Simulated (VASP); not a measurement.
Here is a VASP 6.6.1 calculation.

File INCAR:

```
SYSTEM = SiC
PREC     = Accurate       ! precision mode
ENCUT    = 520            ! plane-wave cutoff, eV
EDIFF    = 1E-6           ! SCF threshold, eV
ISMEAR   = 0              ! smearing method
SIGMA    = 0.05           ! smearing width, eV
LREAL    = .FALSE.        ! projectors in reciprocal space
LASPH    = .TRUE.         ! aspherical terms in the spheres
NELM     = 60             ! most SCF steps
ALGO     = Normal         ! electronic algorithm
ISIF     = 2              ! what is computed and relaxed
LWAVE    = .FALSE.        ! write WAVECAR
LCHARG   = .FALSE.        ! write CHGCAR
GGA      = PE             ! functional
NBANDS   = 16             ! bands
```

Contents of KPOINTS:

```
Automatic mesh
0
G
  12 12 6
  0 0 0
```

POSCAR

```
SiC
1.0
    2.8444250947      0.0000000000      0.0000000000
   -1.4222125473      2.4633443912      0.0000000000
    0.0000000000      0.0000000000      5.4799428716
Si C
2 2
Direct
    0.3333333333      0.6666666667      0.0045635313
    0.6666666667      0.3333333333      0.5045635313
    0.3333333333      0.6666666667      0.3804364687
    0.6666666667      0.3333333333      0.8804364687
```

Potentials or basis: VASP PAW PBE potentials, release 64 (Si, C).

Run with:

```bash
$ cat potpaw_PBE.64/Si/POTCAR potpaw_PBE.64/C/POTCAR > POTCAR
$ mpirun -np 1 vasp_std > vasp.out
```

Question: What does it give for the largest force?

Answer: 1.218 eV/Å.

Question: Estimate the pressure.

Answer: 31.7 GPa.

Question: What does it give for the band gap on the k mesh?

Answer: 1.40 eV, indirect (least direct gap 2.52 eV).

Forces on the atoms (eV/Å):
```
Si   0.000  0.000  1.218
Si   0.000  0.000  1.218
C    0.000  0.000 -1.218
C    0.000  0.000 -1.218
```

Caveat: the cell differs from its parent crystal (strain -0.080 along x and y, +0.080 along z); forces of over 1 eV/Å act on the atoms, so gaps and moduli don't describe the material at rest. A k mesh can miss the band edges.
